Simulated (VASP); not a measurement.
# ZnS (F-43m) in VASP: a series of runs

Aim: see how the results for ZnS move with the level of theory and the settings. Levels: PBE, PBEsol, LDA. Tasks: dielectric tensor, elastic constants.

All numbers are computed with VASP 6.6.1; they aren't measurements. Logs are shortened: lines on timing, memory, paths and dates and some standing lists are left out, and cuts for length are marked.

## 1. The cell of the first run

Symmetry: F-43m, No. 216, cubic system. The conventional cell has a = 5.404 Å, b = 5.404 Å, c = 5.404 Å, α = 90.00°, β = 90.00°, γ = 90.00°. Zn (site symmetry -43m) has 4 S at 2.34 Å within 3.1 Å. Within 3.1 Å of S (site symmetry -43m) lie 4 Zn at 2.34 Å.

## 2. Dielectric tensor, PBE

Input file INCAR:

```
PREC = Accurate
ENCUT = 520
EDIFF = 1E-8
ISMEAR = 0
SIGMA = 0.01
LREAL = F
LASPH = T
NELM = 100
ALGO = Normal
ISIF = 2
LWAVE = F
LCHARG = F
GGA = PE
LEPSILON = T
```

Input file KPOINTS:

```
Automatic mesh
0
Gamma
  9 9 9
```

Input file POSCAR:

```
ZnS
1.0
    0.0000000000      2.7020000000      2.7020000000
    2.7020000000      0.0000000000      2.7020000000
    2.7020000000      2.7020000000      0.0000000000
Zn S
1 1
Direct
    0.7500000000      0.7500000000      0.7500000000
    0.0000000000      0.0000000000      0.0000000000
```

Potentials or basis: VASP PAW PBE potentials, release 64 (Zn, S).

The run is started by

```
cat potpaw_PBE.64/Zn/POTCAR potpaw_PBE.64/S/POTCAR > POTCAR
mpirun -np 1 vasp_std > vasp.out
```

OUTCAR:

```text
PREC = Accurate
   ENCUT = 520
   EDIFF = 1E-8
   ISMEAR = 0
   LREAL = F
   LASPH = T
   NELM = 100
   ISIF = 2
   GGA = PE
   LEPSILON = T

 ion  position               nearest neighbor table
   1  0.750  0.750  0.750-   2 2.34   2 2.34   2 2.34   2 2.34
   2  0.000  0.000  0.000-   1 2.34   1 2.34   1 2.34   1 2.34

  LATTYP: Found a face centered cubic cell.
 ALAT       =     5.4040000000

  Lattice vectors:

 A1 = (   0.0000000000,   2.7020000000,   2.7020000000)
 A2 = (   2.7020000000,   0.0000000000,   2.7020000000)
 A3 = (   2.7020000000,   2.7020000000,   0.0000000000)

Analysis of symmetry for initial positions (statically):
=====================================================================
 Subroutine PRICEL returns:
 Original cell was already a primitive cell.

 Routine SETGRP: Setting up the symmetry group for a
 face centered cubic supercell.

 Subroutine GETGRP returns: Found 24 space group operations
 (whereof 24 operations were pure point group operations)
 out of a pool of 48 trial point group operations.

The static configuration has the point symmetry T_d .

Analysis of symmetry for dynamics (positions and initial velocities):
=====================================================================
 Subroutine PRICEL returns:
 Original cell was already a primitive cell.

 Routine SETGRP: Setting up the symmetry group for a
 face centered cubic supercell.

 Subroutine GETGRP returns: Found 24 space group operations
 (whereof 24 operations were pure point group operations)
 out of a pool of 48 trial point group operations.

The dynamic configuration has the point symmetry T_d .

 Subroutine INISYM returns: Found 24 space group operations
 (whereof 24 operations are pure point group operations),
 and found     1 'primitive' translations

----------------------------------------------------------------------------------------

                                     Primitive cell

  volume of cell :      39.4535

  direct lattice vectors                    reciprocal lattice vectors
     0.000000000  2.702000000  2.702000000    -0.185048113  0.185048113  0.185048113
     2.702000000  0.000000000  2.702000000     0.185048113 -0.185048113  0.185048113
     2.702000000  2.702000000  0.000000000     0.185048113  0.185048113 -0.185048113

  length of vectors
     3.821205046  3.821205046  3.821205046     0.320512733  0.320512733  0.320512733

  position of ions in fractional coordinates (direct lattice)
     0.750000000  0.750000000  0.750000000
     0.000000000  0.000000000  0.000000000

  ion indices of the primitive-cell ions
   primitive index   ion index
                 1           1
                 2           2

----------------------------------------------------------------------------------------

 KPOINTS: Automatic mesh

Automatic generation of k-mesh.
 Grid dimensions read from file:
 generate k-points for:    9    9    9

 Generating k-lattice:

  Cartesian coordinates                     Fractional coordinates (reciprocal lattice)
    -0.020560901  0.020560901  0.020560901     0.111111111  0.000000000  0.000000000
     0.020560901 -0.020560901  0.020560901     0.000000000  0.111111111  0.000000000
     0.020560901  0.020560901 -0.020560901     0.000000000  0.000000000  0.111111111

  Length of vectors
     0.035612526  0.035612526  0.035612526

  Shift w.r.t. Gamma in fractional coordinates (k-lattice)
     0.000000000  0.000000000  0.000000000

 Subroutine IBZKPT returns following result:
 ===========================================

 Found     35 irreducible k-points:

 Following reciprocal coordinates:
[... 75 lines left out ...]
 non-spin polarized calculation
 Gauss-broadening in eV      SIGMA  =   0.01
  energy-cutoff  :      520.00
  volume of cell :       39.45
 maximum number of plane-waves:      1073
   NGX = 15   NGY = 15   NGZ = 15

--------------------------------------- Ionic step        1  -------------------------------------------

 number of electron      18.0000000 magnetization

 E-fermi :   2.2198     XC(G=0):  -9.6300

 val. band max:        2.1064983697   @ k =   0.0000   0.0000   0.0000
 cond. band min:       4.2212326803   @ k =   0.0000   0.0000   0.0000
 fundamental gap:      2.1147343106
 Fermi energy:         2.2198107851

 k-point     1 :       0.0000    0.0000    0.0000
  band No.  band energies     occupation
      1     -11.0337      2.00000
      2      -4.2319      2.00000
      3      -4.2319      2.00000
      4      -4.2319      2.00000
      5      -3.7336      2.00000
      6      -3.7336      2.00000
      7       2.1065      2.00000
      8       2.1065      2.00000
      9       2.1065      2.00000
     10       4.2212      0.00000
     11       8.5033      0.00000
     12       8.5033      0.00000
     13       8.5033      0.00000
[... 354 lines left out ...]
  band No.  band energies     occupation
      1      -9.8398      2.00000
      2      -4.2616      2.00000
      3      -3.9029      2.00000
      4      -3.9029      2.00000
      5      -3.6605      2.00000
      6      -3.5768      2.00000
      7      -2.2889      2.00000
      8      -0.0563      2.00000
      9      -0.0563      2.00000
     10       5.5746      0.00000
     11       6.2376      0.00000
     12      12.8294      0.00000
     13      13.6518      0.00000

 [... further k-points ...]

  FORCE on cell =-STRESS in cart. coord.  units (eV):
  Direction    XX          YY          ZZ          XY          YZ          ZX
  --------------------------------------------------------------------------------------
  -------------------------------------------------------------------------------------
  Total        0.4321254      0.4321254      0.4321254     -0.0000000     -0.0000000      0.0000000
  in kB       17.5482702     17.5482702     17.5482702     -0.0000000     -0.0000000      0.0000000
  external PRESSURE =      17.5482702 kB  Pullay stress =       0.0000000 kB

 VOLUME and BASIS-vectors are now :
 -----------------------------------------------------------------------------
  energy-cutoff  :      520.00
  volume of cell :       39.45
      direct lattice vectors                 reciprocal lattice vectors
     0.000000000  2.702000000  2.702000000    -0.185048113  0.185048113  0.185048113
     2.702000000  0.000000000  2.702000000     0.185048113 -0.185048113  0.185048113
     2.702000000  2.702000000  0.000000000     0.185048113  0.185048113 -0.185048113

 POSITION                                       TOTAL-FORCE (eV/Angst)
 -----------------------------------------------------------------------------------
      4.05300      4.05300      4.05300        -0.000000     -0.000000     -0.000000
      0.00000      0.00000      0.00000         0.000000      0.000000      0.000000
 -----------------------------------------------------------------------------------
    total drift:                                0.000001      0.000001      0.000001

  FREE ENERGIE OF THE ION-ELECTRON SYSTEM (eV)
  ---------------------------------------------------
  free  energy   TOTEN  =        -6.8472577275 eV

  energy  without entropy=       -6.8472577275  energy(sigma->0) =       -6.84725773

 HEAD OF MICROSCOPIC STATIC DIELECTRIC TENSOR (INDEPENDENT PARTICLE, excluding Hartree and local field effects)
 ------------------------------------------------------
           6.337481    -0.000000     0.000000
           0.000000     6.337481    -0.000000
          -0.000000    -0.000000     6.337481
 ------------------------------------------------------

 Free energy of the ion-electron system (eV)
  ---------------------------------------------------
  ---------------------------------------------------
  free energy    TOTEN  =        -0.58447076 eV

  energy without entropy =       -0.58447076

------------------------ aborting loop because EDIFF is reached ----------------------------------------

--------------------------------------- Ionic step        2  -------------------------------------------

------------------------ aborting loop because EDIFF is reached ----------------------------------------

--------------------------------------- Ionic step        3  -------------------------------------------

 Free energy of the ion-electron system (eV)
  ---------------------------------------------------
  ---------------------------------------------------
  free energy    TOTEN  =        -0.58447073 eV

  energy without entropy =       -0.58447073

------------------------ aborting loop because EDIFF is reached ----------------------------------------

 PIEZOELECTRIC TENSOR FIELD DIRECTION 3  (e Angst)
 -----------------------------------------------------------------------------
    -0.00087 -1.65811  0.00000           ( -0.00000  0.02145  0.00000)
    -1.65811 -0.00087  0.00000           (  0.02145 -0.00000  0.00000)
     0.00000  0.00000  0.00008           (  0.00000  0.00000 -0.00000)

 PIEZOELECTRIC TENSOR FIELD DIRECTION 3  (C/m^2)
 -----------------------------------------------------------------------------
    -0.00035 -0.67334  0.00000
    -0.67334 -0.00035  0.00000
     0.00000  0.00000  0.00003

 MACROSCOPIC STATIC DIELECTRIC TENSOR (including local field effects in DFT)
 ------------------------------------------------------
           5.951715    -0.000000     0.000000
           0.000000     5.951715    -0.000000
          -0.000000    -0.000000     5.951715
 ------------------------------------------------------

 PIEZOELECTRIC TENSOR (including local field effects)  for field in x, y, z        (e  Angst)
          XX          YY          ZZ          XY          YZ          ZX
  --------------------------------------------------------------------------------
  x    -0.00000     0.00000     0.00000     0.00000    -1.67346    -0.00000
  y     0.00000     0.00000    -0.00000     0.00000     0.00000    -1.67346
  z     0.00000     0.00000     0.00000    -1.67346     0.00000     0.00000

 PIEZOELECTRIC TENSOR (including local field effects)  for field in x, y, z        (C/m^2)
          XX          YY          ZZ          XY          YZ          ZX
  --------------------------------------------------------------------------------
  x    -0.00000     0.00000     0.00000     0.00000    -0.67958    -0.00000
  y     0.00000     0.00000    -0.00000     0.00000     0.00000    -0.67958
  z     0.00000     0.00000     0.00000    -0.67958     0.00000     0.00000

 BORN EFFECTIVE CHARGES (including local field effects) (in |e|, cummulative output)
 ---------------------------------------------------------------------------------
 ion    1
    1     2.01007     0.00000     0.00000
    2     0.00000     2.01007     0.00000
    3     0.00000     0.00000     2.01007
 ion    2
    1    -2.01007     0.00000     0.00000
    2     0.00000    -2.01007     0.00000
    3     0.00000     0.00000    -2.01007
```

Run time: 3.1 min. Hardware: 1 thread of Intel Xeon Platinum 8488C (Sapphire Rapids), shared host; peak memory 0.3 GiB.

What came out:

```yaml
Band_gap_on_the_k_mesh: 2.11 eV
Electronic_dielectric_tensor_diagonal: 5.95
Born_charges_mean_of_the_diagonal: Zn +2.01; S -2.01 e
```

Electronic dielectric tensor:
```
5.95 0.00 0.00
0.00 5.95 0.00
0.00 0.00 5.95
```

Born effective charge tensors (e):
atom 1, Zn
```
2.01 0.00 0.00
0.00 2.01 0.00
0.00 0.00 2.01
```
atom 2, S
```
-2.01  0.00  0.00
 0.00 -2.01  0.00
 0.00  0.00 -2.01
```

PBE gaps usually lie below the measured ones, often by a third to a half.

## 3. Elastic constants, PBEsol

Input file INCAR:

```
SYSTEM = ZnS
PREC = Accurate ; ENCUT = 600
EDIFF = 1E-8 ; ISMEAR = 0
SIGMA = 0.01 ; LREAL = .FALSE.
LASPH = .TRUE. ; NELM = 60
ALGO = Normal ; ISIF = 3
LWAVE = .FALSE. ; LCHARG = .FALSE.
GGA = PS ; NBANDS = 16
IBRION = 6 ; NFREE = 2
POTIM = 0.015 ; NSW = 1
```

Input file KPOINTS:

```
regular mesh
0
G
  7 7 7
  0 0 0
```

POSCAR is that of step 2.

Potentials or basis: VASP PAW PBE potentials, release 64 (Zn, S).

The run is started by

```
cat potpaw_PBE.64/Zn/POTCAR potpaw_PBE.64/S/POTCAR > POTCAR
mpirun -np 1 vasp_std > vasp.out
```

OUTCAR:

```text
SYSTEM = ZnS
   PREC = Accurate
   ENCUT = 600
   EDIFF = 1E-8
   ISMEAR = 0
   LREAL = .FALSE.
   LASPH = .TRUE.
   NELM = 60
   ISIF = 3
   GGA = PS
   IBRION = 6
   NFREE = 2
   POTIM = 0.015
   NSW = 1

 ion  position               nearest neighbor table
   1  0.750  0.750  0.750-   2 2.34   2 2.34   2 2.34   2 2.34
   2  0.000  0.000  0.000-   1 2.34   1 2.34   1 2.34   1 2.34
[... 900 lines left out ...]
             X         Y         Z           dx          dy          dz
      4.053000  4.053000  4.053000    -0.573423    0.000000   -0.000000
      0.000000  0.000000  0.000000     0.819259   -0.000000   -0.000000
[... 21 lines left out ...]
   6 f/i=    0.001843 THz     0.011577 2PiTHz    0.061461 cm-1     0.007620 meV
             X         Y         Z           dx          dy          dz
      4.053000  4.053000  4.053000     0.501192   -0.582880   -0.283273
      0.000000  0.000000  0.000000     0.350798   -0.407975   -0.198271

--------------------------------------------------------------------------------------------------------

 ELASTIC MODULI CONTR FROM IONIC RELAXATION (kBar)
 Direction    XX          YY          ZZ          XY          YZ          ZX
 --------------------------------------------------------------------------------
 XX          -0.0000     -0.0000     -0.0000      0.0000      0.0000     -0.0000
 YY          -0.0000     -0.0000      0.0000      0.0000      0.0000     -0.0000
 ZZ          -0.0000      0.0000     -0.0000      0.0000      0.0000      0.0000
 XY           0.0000      0.0000      0.0000   -194.4857     -0.0000      0.0000
 YZ           0.0000      0.0000      0.0000     -0.0000   -194.4857      0.0000
 ZX          -0.0000     -0.0000      0.0000      0.0000      0.0000   -194.4857
 --------------------------------------------------------------------------------

 TOTAL ELASTIC MODULI (kBar)
 Direction    XX          YY          ZZ          XY          YZ          ZX
 --------------------------------------------------------------------------------
 XX        1011.9939    582.6807    582.6807      0.0000      0.0000     -0.0000
 YY         582.6807   1011.9939    582.6807      0.0000     -0.0000     -0.0000
 ZZ         582.6807    582.6807   1011.9939      0.0000      0.0000      0.0000
 XY           0.0000      0.0000      0.0000    476.8260     -0.0000      0.0000
 YZ           0.0000     -0.0000      0.0000     -0.0000    476.8260      0.0000
 ZX          -0.0000     -0.0000      0.0000      0.0000      0.0000    476.8260
 --------------------------------------------------------------------------------
```

OSZICAR:

```text
N       E                     dE             d eps       ncg     rms          rms(c)
DAV:   1     0.872157597041E+02    0.87216E+02   -0.92070E+03   640   0.147E+03
DAV:   2    -0.229917028967E+01   -0.89515E+02   -0.84179E+02   720   0.280E+02
DAV:   3    -0.793111412771E+01   -0.56319E+01   -0.56054E+01   824   0.638E+01
[... 207 lines left out ...]
DAV:   4    -0.758227524306E+01    0.18729E-04   -0.11782E-04  2368   0.815E-02    0.153E-02
DAV:   5    -0.758227527506E+01   -0.32002E-07   -0.27745E-05  2400   0.405E-02    0.139E-02
DAV:   6    -0.758227532968E+01   -0.54618E-07   -0.13551E-06  2632   0.918E-03    0.772E-03
DAV:   7    -0.758227531613E+01    0.13545E-07   -0.16941E-07  2616   0.388E-03    0.612E-04
DAV:   8    -0.758227531591E+01    0.22465E-09   -0.24812E-08  2280   0.154E-03
  17 F= -.75822753E+01 E0= -.75822753E+01  d E =-.200148E-17
```

stdout:

```text
POSCAR found type information on POSCAR ZnS
 POSCAR found :  2 types and       2 ions
 scaLAPACK will be used
 -----------------------------------------------------------------------------
|                                                                             |
|                                                                             |
|     You enforced a specific xc type in the INCAR file but a different       |
|     I HOPE YOU KNOW WHAT YOU ARE DOING!                                     |
[... 32 lines left out ...]
 Finite differences progress:
 bond charge predicted
 Finite differences progress:
 bond charge predicted
 Finite differences progress:
 bond charge predicted
 Finite differences progress:
 bond charge predicted
 Finite differences progress:
 bond charge predicted
 Finite differences progress:
 bond charge predicted
 Finite differences progress:
```

Run time: 7.7 min. Hardware: 1 thread of AMD EPYC 9R45 (Zen 5), shared host; peak memory 0.25 GiB.

Results:

```
Elastic constants C11, C12, C44                         : 101, 58, 48 GPa
Voigt bulk modulus                                      : 73 GPa
Highest phonon frequency at Γ, LO-TO splitting left out : 267 cm⁻¹
```

Phonon frequencies in cm⁻¹ (negative: imaginary):
| q point | frequencies |
| --- | --- |
| (0.000, 0.000, 0.000) | 0 0 0 267 267 267 |

Elastic tensor in Voigt notation (GPa, in the Cartesian axes of the cell as first typed):
```
101  58  58   0   0   0
 58 101  58   0   0   0
 58  58 101   0   0   0
  0   0   0  48   0   0
  0   0   0   0  48   0
  0   0   0   0   0  48
```

Clamped-ion elastic tensor (GPa):
```
101  58  58   0   0   0
 58 101  58   0   0   0
 58  58 101   0   0   0
  0   0   0  67   0   0
  0   0   0   0  67   0
  0   0   0   0   0  67
```

Caveat: the cell is under stress, which shifts elastic constants; the PAW data sets were made with another functional, which shifts forces and pressure a little.

(Part 1 of 2 ends here.)
